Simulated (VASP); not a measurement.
Set up this calculation in VASP 6.6.1, as the native input.

```yaml
Task: single point
Functional: PBE
Potentials_or_basis: VASP PAW PBE potentials, release 64 (Mo_sv, C)
Cutoff: 520 eV
k_mesh: 6 × 6 × 6
Occupations: gaussian, width 0.1 eV
Spin: no spin polarisation
Dipole_correction: no
Further_INCAR_settings: ALGO = Normal; EDIFF = 1e-07; NBANDS = 43
```

The structure of Mo4C3 lies in POSCAR:

```
Mo4C3
1.0
   -2.1663072633      2.1663072633      4.2674959598
    2.1663072633     -2.1663072633      4.2674959598
    2.1663072633      2.1663072633     -4.2674959598
Mo C
4 3
Direct
    0.7586334415      0.7586334415      0.0000000000
    0.5000000000      0.0000000000      0.5000000000
    0.2413665585      0.2413665585      0.0000000000
    0.0000000000      0.5000000000      0.5000000000
    0.7500000000      0.2500000000      0.5000000000
    0.2500000000      0.7500000000      0.5000000000
    0.0000000000      0.0000000000      0.0000000000
```

The input as run:

INCAR

```
PREC = Accurate
ENCUT = 520
EDIFF = 1E-7
ISMEAR = 0
SIGMA = 0.1
LREAL = F
LASPH = T
NELM = 100
ALGO = Normal
ISIF = 2
LWAVE = F
LCHARG = F
GGA = PE
NBANDS = 43
```

KPOINTS

```
regular mesh
0
Gamma
  6 6 6
```

Potentials or basis: VASP PAW PBE potentials, release 64 (Mo_sv, C).

The run is started by

```sh
$ cat potpaw_PBE.64/Mo_sv/POTCAR potpaw_PBE.64/C/POTCAR > POTCAR
$ mpirun -np 1 vasp_std > vasp.out
```

It gave:

```json
{"Pressure": "0.3 GPa", "Largest force": "0.170 eV/Å", "Band gap on the k mesh": "zero (bands 34 and 35 overlap by 1.23 eV)"}
```

It took 63 s on 1 thread of Intel(R) Xeon(R) 6975P-C (Granite Rapids), with other jobs on the host, peak memory 0.27 GiB.
